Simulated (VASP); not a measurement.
A run of VASP 6.6.1:

INCAR

```
SYSTEM = MgB2
PREC = Accurate ; ENCUT = 520
EDIFF = 1E-8 ; ISMEAR = -1
SIGMA = 0.05 ; LREAL = .False.
LASPH = .True. ; NELM = 100
ALGO = Normal ; ISIF = 2
LWAVE = .False. ; LCHARG = .False.
GGA = PE ; LEFG = .True.
NBANDS = 11
```

File KPOINTS:

```
regular mesh
0
Gamma
  12 12 9
  0 0 0
```

The input POSCAR:

```
MgB2
1.0
    3.0850007055      0.0000000000      0.0000000000
   -1.5425003528      2.6716889817      0.0000000000
    0.0000000000      0.0000000000      3.5230000000
Mg B
1 2
Direct
    0.0000000000      0.0000000000      0.0000000000
    0.3333333333      0.6666666667      0.5000000000
    0.6666666667      0.3333333333      0.5000000000
```

Potentials or basis: VASP PAW PBE potentials, release 64 (Mg, B).

Command:

```bash
$ cat potpaw_PBE.64/Mg/POTCAR potpaw_PBE.64/B/POTCAR > POTCAR
$ mpirun -np 1 vasp_std > vasp.out
```

Hardware: 1 thread of Intel Xeon 6975P-C (shared host).

**Question.** Estimate the wall time of this run.

**Answer.** Run time: 22 s on 1 thread of Intel Xeon 6975P-C (shared host), peak memory 0.16 GiB. Counts: scf iterations 14, k points 95.
